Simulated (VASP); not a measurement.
Sb:

```
Sb
1.0
     3.20158    0.00000    0.00000
     0.00000    3.20158    0.00000
     0.00000    0.00000    3.20158
Sb
1
Cartesian
  0.0000 0.0000 0.0000
```

This isn't the form of Sb at room conditions, which is rhombohedral.

* Program: VASP 6.6.1
* Task: relaxation of cell and atoms
* Functional: LDA
* Potentials or basis: VASP PAW LDA potentials, release 64 (Sb)
* Cutoff: 600 eV
* k mesh: 8 × 8 × 8
* Occupations: gaussian, width 0.05 eV
* Spin: collinear spin, zero start
* Starting moments: [0.0] μB
* Fixed moment: 0 μB

At the start: pressure -7.1 GPa; volume 32.82 Å³/atom.

Problem. Where does the relaxation end?

Solution. Over 3 steps the energy falls by 110.5 meV/atom and the volume is 28.45 Å³/atom (-13.3 %); space group Pm-3m (No. 221, to 0.1 Å) before and after; moment 0.00 μB per cell.

Step by step:
```
step  energy change (eV)  largest force (eV/Å)  pressure (GPa)  volume (Å³)
   1              0.0000                0.0000           -7.05        32.82
   2             -0.0757                0.0000            5.67        26.42
   3             -0.1105                0.0000           -0.02        28.45
```

Final structure:
```xyz
1
Lattice="3.0527 0.0000 0.0000 0.0000 3.0527 0.0000 0.0000 0.0000 3.0527" Properties=species:S:1:pos:R:3 pbc="T T T"
Sb    0.0000    0.0000    0.0000
```

Caveat: the total moment is fixed, so each spin has its own Fermi level.
